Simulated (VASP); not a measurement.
# ZrC (Fm-3m) in VASP: single point with PBE

Aim: the single point of ZrC with PBE.

All numbers are computed with VASP 6.6.1; they aren't measurements. Logs are shortened: lines on timing, memory, paths and dates and some standing lists are left out, and cuts for length are marked.

## (1) The cell of the first run

It takes space group Fm-3m (No. 225, cubic). The conventional cell has a = 4.730 Å, b = 4.730 Å, c = 4.730 Å, α = 90.00°, β = 90.00°, γ = 90.00°. Zr (site symmetry m-3m) has 6 C at 2.37 Å within 3.1 Å. Within 3.1 Å of C (site symmetry m-3m) lie 6 Zr at 2.37 Å.

## (2) Single point, PBE

Input file INCAR:

```
  ALGO = Normal
  EDIFF = 1E-6
  ENCUT = 520
  GGA = PE
  ISIF = 2
  ISMEAR = 0
  LASPH = True
  LCHARG = True
  LELF = True
  LREAL = False
  LVHAR = True
  LWAVE = False
  NBANDS = 15
  NELM = 60
  PREC = Accurate
  SIGMA = 0.15
```

Input file KPOINTS:

```
k-points
0
Gamma
  11 11 11
```

Input file POSCAR:

```
ZrC
1.0
    0.0000000000      2.3650000000      2.3650000000
    2.3650000000      0.0000000000      2.3650000000
    2.3650000000      2.3650000000      0.0000000000
Zr C
1 1
Direct
    0.5000000000      0.5000000000      0.5000000000
    0.0000000000      0.0000000000      0.0000000000
```

Potentials or basis: VASP PAW PBE potentials, release 64 (Zr_sv, C).

Launch:

```sh
$ cat potpaw_PBE.64/Zr_sv/POTCAR potpaw_PBE.64/C/POTCAR > POTCAR
$ mpirun -np 1 vasp_std > vasp.out
```

OUTCAR:

```text
EDIFF = 1E-6
   ENCUT = 520
   GGA = PE
   ISIF = 2
   ISMEAR = 0
   LASPH = True
   LREAL = False
   NELM = 60
   PREC = Accurate

 ion  position               nearest neighbor table
   1  0.500  0.500  0.500-   2 2.37   2 2.37   2 2.37   2 2.37   2 2.37   2 2.37
   2  0.000  0.000  0.000-   1 2.37   1 2.37   1 2.37   1 2.37   1 2.37   1 2.37

  LATTYP: Found a face centered cubic cell.
 ALAT       =     4.7300000000

  Lattice vectors:

 A1 = (   0.0000000000,   2.3650000000,   2.3650000000)
 A2 = (   2.3650000000,   0.0000000000,   2.3650000000)
 A3 = (   2.3650000000,   2.3650000000,   0.0000000000)

Analysis of symmetry for initial positions (statically):
=====================================================================
 Subroutine PRICEL returns:
 Original cell was already a primitive cell.

 Routine SETGRP: Setting up the symmetry group for a
 face centered cubic supercell.

 Subroutine GETGRP returns: Found 48 space group operations
 (whereof 48 operations were pure point group operations)
 out of a pool of 48 trial point group operations.

The static configuration has the point symmetry O_h .

Analysis of symmetry for dynamics (positions and initial velocities):
=====================================================================
 Subroutine PRICEL returns:
 Original cell was already a primitive cell.

 Routine SETGRP: Setting up the symmetry group for a
 face centered cubic supercell.

 Subroutine GETGRP returns: Found 48 space group operations
 (whereof 48 operations were pure point group operations)
 out of a pool of 48 trial point group operations.

The dynamic configuration has the point symmetry O_h .

 Subroutine INISYM returns: Found 48 space group operations
 (whereof 48 operations are pure point group operations),
 and found     1 'primitive' translations

----------------------------------------------------------------------------------------

                                     Primitive cell

  volume of cell :      26.4560

  direct lattice vectors                    reciprocal lattice vectors
     0.000000000  2.365000000  2.365000000    -0.211416490  0.211416490  0.211416490
     2.365000000  0.000000000  2.365000000     0.211416490 -0.211416490  0.211416490
     2.365000000  2.365000000  0.000000000     0.211416490  0.211416490 -0.211416490

  length of vectors
     3.344615075  3.344615075  3.344615075     0.366184103  0.366184103  0.366184103

  position of ions in fractional coordinates (direct lattice)
     0.500000000  0.500000000  0.500000000
     0.000000000  0.000000000  0.000000000

  ion indices of the primitive-cell ions
   primitive index   ion index
                 1           1
                 2           2

----------------------------------------------------------------------------------------

 KPOINTS: k-points

Automatic generation of k-mesh.
 Grid dimensions read from file:
 generate k-points for:   11   11   11

 Generating k-lattice:

  Cartesian coordinates                     Fractional coordinates (reciprocal lattice)
    -0.019219681  0.019219681  0.019219681     0.090909091  0.000000000  0.000000000
     0.019219681 -0.019219681  0.019219681     0.000000000  0.090909091  0.000000000
     0.019219681  0.019219681 -0.019219681     0.000000000  0.000000000  0.090909091

  Length of vectors
     0.033289464  0.033289464  0.033289464

  Shift w.r.t. Gamma in fractional coordinates (k-lattice)
     0.000000000  0.000000000  0.000000000

 Subroutine IBZKPT returns following result:
 ===========================================

 Found     56 irreducible k-points:

 Following reciprocal coordinates:
            Coordinates               Weight
  0.000000  0.000000  0.000000      1.000000
  0.090909  0.000000  0.000000      8.000000
  0.181818  0.000000  0.000000      8.000000
  0.272727  0.000000  0.000000      8.000000
  0.363636  0.000000  0.000000      8.000000
  0.454545  0.000000  0.000000      8.000000
[... 16 lines left out ...]
 -0.272727  0.181818  0.000000     24.000000
 -0.181818  0.181818  0.000000     12.000000
 [... further k-points ...]
   k-points           NKPTS =     56   k-points in BZ     NKDIM =     56   number of bands    NBANDS=     15
   number of dos      NEDOS =    301   number of ions     NIONS =      2
   total plane-waves  NPLWV =  21952
   dimension x,y,z NGX =    28 NGY =   28 NGZ =   28
   dimension x,y,z NGXF=    56 NGYF=   56 NGZF=   56
   ions per type =               1   1
   NGX,Y,Z   is equivalent  to a cutoff of  13.92, 13.92, 13.92 a.u.
   NGXF,Y,Z  is equivalent  to a cutoff of  27.84, 27.84, 27.84 a.u.
 SYSTEM =  unknown system
   PREC   = accura    normal or accurate (medium, high low for compatibility)
   ISTART =      0    job   : 0-new  1-cont  2-samecut
   ICHARG =      2    charge: 1-file 2-atom 10-const
   ISPIN  =      1    spin polarized calculation?
   LNONCOLLINEAR =      F non collinear calculations
   LSORBIT =      F    spin-orbit coupling
   LASPH  =      T    aspherical Exc in radial PAW
   ENCUT  =  520.0 eV  38.22 Ry    6.18 a.u.   6.22  6.22  6.22*2*pi/ulx,y,z
   NELM   =     60;   NELMIN=  2; NELMDL= -5     # of ELM steps
   EDIFF  = 0.1E-05   stopping-criterion for ELM
   LREAL  =      F    real-space projection
   EDIFFG = 0.1E-04   stopping-criterion for IOM
   NSW    =      0    number of steps for IOM
   IBRION =     -1    ionic relax: 0-MD 1-quasi-New 2-CG
   NFREE  =      0    steps in history (QN), initial steepest desc. (CG)
   ISIF   =      2    stress and relaxation
   ISYM   =      2    0-nonsym 1-usesym 2-fastsym
   POTIM  = 0.5000    time-step for ionic-motion
   TEBEG  =    0.0;   TEEND  =   0.0 temperature during run
   PSTRESS=    0.0 pullay stress
   NELECT =      16.0000    total number of electrons
   NUPDOWN=      -1.0000    fix difference up-down
   EMIN   =  10.00;   EMAX   =-10.00  energy-range for DOS
   EFERMI =   0.00;   METHOD = LEGACY
   ISMEAR =     0;   SIGMA  =   0.15  broadening in eV -4-tet -1-fermi 0-gaus
   EFERMI_NEDOS =   21; number of points for ismear=-14 and -15
   IALGO  =     38    algorithm
   IMIX   =      4    mixing-type and parameters
     AMIX     =   0.40;   BMIX     =  1.00
     AMIX_MAG =   1.60;   BMIX_MAG =  1.00
  volume/ion in A,a.u.               =      13.23        89.27
  Fermi-wavevector in a.u.,A,eV,Ry     =   1.384439  2.616209 26.077880  1.916670
  Thomas-Fermi vector in A             =   2.508943
   LORBIT       =      0    0 simple, 1 ext, 2 COOP (PROOUT), +10 PAW based schemes
   GGA     = PE    functional components
   LHFCALC =     F    Hartree Fock is set to
   AEXX    =    0.0000 exact exchange contribution
   IVDW    =     0    specifies the selected vdW correction
   LEPSILON=     F    determine dielectric tensor
   LRPA    =     F    only Hartree local field effects (RPA)
 non-spin polarized calculation
 Gauss-broadening in eV      SIGMA  =   0.15
  energy-cutoff  :      520.00
  volume of cell :       26.46
 maximum number of plane-waves:       725
 NGX is ok and might be reduce to    28
   NGX = 13   NGY = 13   NGZ = 13

 number of electron      16.0000000 magnetization

 Free energy of the ion-electron system (eV)
  ---------------------------------------------------
  ext. energy  EPLUGINS =         0.00000000
  ---------------------------------------------------
  free energy    TOTEN  =       -19.45942908 eV

  energy without entropy =      -19.45511250  energy(sigma->0) =      -19.45727079

 E-fermi :   9.4329     XC(G=0): -12.0406

 val. band max:        9.4183768694   @ k =   0.1818   0.1818   0.0000
 cond. band min:       9.4479538053   @ k =   0.0909   0.0000   0.0000
 fundamental gap:      0.0295769359
 Fermi energy:         9.4328657829

 k-point     1 :       0.0000    0.0000    0.0000
  band No.  band energies     occupation
      1     -38.7817      2.00000
      2     -16.5038      2.00000
      3     -16.5038      2.00000
      4     -16.5038      2.00000
      5      -1.8416      2.00000
      6      10.3282      0.00000
      7      10.3282      0.00000
      8      10.3282      0.00000
      9      10.4841      0.00000
     10      10.4841      0.00000
     11      10.4841      0.00000
     12      12.1548      0.00000
     13      12.1548      0.00000
     14      16.4929      0.00000
     15      19.8263      0.00000

 k-point     2 :       0.0909    0.0000    0.0000
  band No.  band energies     occupation
      1     -38.7744      2.00000
      2     -16.5715      2.00000
      3     -16.5098      2.00000
      4     -16.5098      2.00000
      5      -1.6606      2.00000
      6       9.1797      1.98299
      7       9.4480      0.88688
      8       9.4480      0.88688
      9      10.8068      0.00000
     10      10.8068      0.00000
     11      11.2179      0.00000
     12      13.0911      0.00000
     13      13.0911      0.00000
     14      16.8913      0.00000
     15      20.3191      0.00000

 k-point     3 :       0.1818    0.0000    0.0000
  band No.  band energies     occupation
      1     -38.7547      2.00000
      2     -16.7489      2.00000
      3     -16.5259      2.00000
      4     -16.5259      2.00000
      5      -1.1546      2.00000
      6       7.7539      2.00000
      7       8.3633      2.00000
      8       8.3633      2.00000
      9      11.3433      0.00000
     10      11.3433      0.00000
     11      11.7343      0.00000
     12      14.7309      0.00000
     13      14.7309      0.00000
     14      17.7653      0.00000
     15      21.5133      0.00000

 k-point     4 :       0.2727    0.0000    0.0000
  band No.  band energies     occupation
      1     -38.7288      2.00000
      2     -16.9725      2.00000
      3     -16.5467      2.00000
      4     -16.5467      2.00000
      5      -0.4218      2.00000
      6       6.3534      2.00000
      7       7.4823      2.00000
      8       7.4823      2.00000
      9      12.1348      0.00000
     10      12.1348      0.00000
     11      12.3015      0.00000
     12      16.4708      0.00000
     13      16.4708      0.00000
     14      18.3153      0.00000
     15      22.5547      0.00000
[... 307 lines left out ...]
 k-point    22 :      -0.3636    0.1818    0.0000
  band No.  band energies     occupation
      1     -38.6820      2.00000
      2     -17.1763      2.00000
      3     -16.7531      2.00000
      4     -16.5966      2.00000
      5       0.6145      2.00000
      6       4.9482      2.00000
      7       6.8038      2.00000
      8       6.9736      2.00000
      9      13.1314      0.00000
     10      13.2574      0.00000
     11      13.9888      0.00000
     12      16.7189      0.00000
     13      18.5846      0.00000
     14      19.1950      0.00000
     15      22.5948      0.00000

 k-point    23 :      -0.2727    0.1818    0.0000
  band No.  band energies     occupation
      1     -38.6980      2.00000
      2     -17.0741      2.00000
      3     -16.7361      2.00000
      4     -16.5625      2.00000
      5       0.2461      2.00000
      6       5.3930      2.00000
      7       6.8875      2.00000
      8       7.2763      2.00000
      9      12.2854      0.00000
     10      13.0879      0.00000
     11      14.1060      0.00000
     12      15.4711      0.00000
     13      18.5831      0.00000
     14      19.0266      0.00000
     15      22.7958      0.00000

 k-point    24 :      -0.1818    0.1818    0.0000
  band No.  band energies     occupation
      1     -38.7201      2.00000
      2     -16.9466      2.00000
      3     -16.6744      2.00000
      4     -16.5340      2.00000
      5      -0.3010      2.00000
      6       6.1609      2.00000
      7       7.2123      2.00000
      8       7.6921      2.00000
      9      11.6109      0.00000
     10      12.7953      0.00000
     11      13.3805      0.00000
     12      14.4839      0.00000
     13      17.8764      0.00000
     14      18.7500      0.00000
     15      22.8044      0.00000

 [... further k-points ...]
[... 5 lines left out ...]
  --------------------------------------------------------------------------------------
  -------------------------------------------------------------------------------------
  Total       -0.4382381     -0.4382381     -0.4382381      0.0000000      0.0000000      0.0000000
  in kB      -26.5397768    -26.5397768    -26.5397768      0.0000000      0.0000000      0.0000000
  external PRESSURE =     -26.5397768 kB  Pullay stress =       0.0000000 kB

 VOLUME and BASIS-vectors are now :
 -----------------------------------------------------------------------------
  energy-cutoff  :      520.00
  volume of cell :       26.46
      direct lattice vectors                 reciprocal lattice vectors
     0.000000000  2.365000000  2.365000000    -0.211416490  0.211416490  0.211416490
     2.365000000  0.000000000  2.365000000     0.211416490 -0.211416490  0.211416490
     2.365000000  2.365000000  0.000000000     0.211416490  0.211416490 -0.211416490

 POSITION                                       TOTAL-FORCE (eV/Angst)
 -----------------------------------------------------------------------------------
      2.36500      2.36500      2.36500         0.000000     -0.000000      0.000000
      0.00000      0.00000      0.00000        -0.000000      0.000000     -0.000000
 -----------------------------------------------------------------------------------
    total drift:                                0.000000      0.000000      0.000000

  FREE ENERGIE OF THE ION-ELECTRON SYSTEM (eV)
  ---------------------------------------------------
  free  energy   TOTEN  =       -19.4594290812 eV

  energy  without entropy=      -19.4551124962  energy(sigma->0) =      -19.45727079
```

Run time: 30 s. Hardware: 1 thread of AMD EPYC 7R13 (Zen 3), shared host; peak memory 0.14 GiB.

Results:

| Item | Value |
| --- | --- |
| Free energy | -19.4594 eV |
| Pressure | -2.7 GPa |
| Band gap on the k mesh | zero (band 8 reaches 10.33 eV, above the bottom of band 9 at 9.04 eV) |

Levels at points of the mesh, in eV from the Fermi level:
| k point | band 6 | band 7 | band 8 | band 9 | band 10 | band 11 |
| --- | --- | --- | --- | --- | --- | --- |
| (0.00, 0.00, 0.00) | 0.90 | 0.90 | 0.90 | 1.05 | 1.05 | 1.05 |
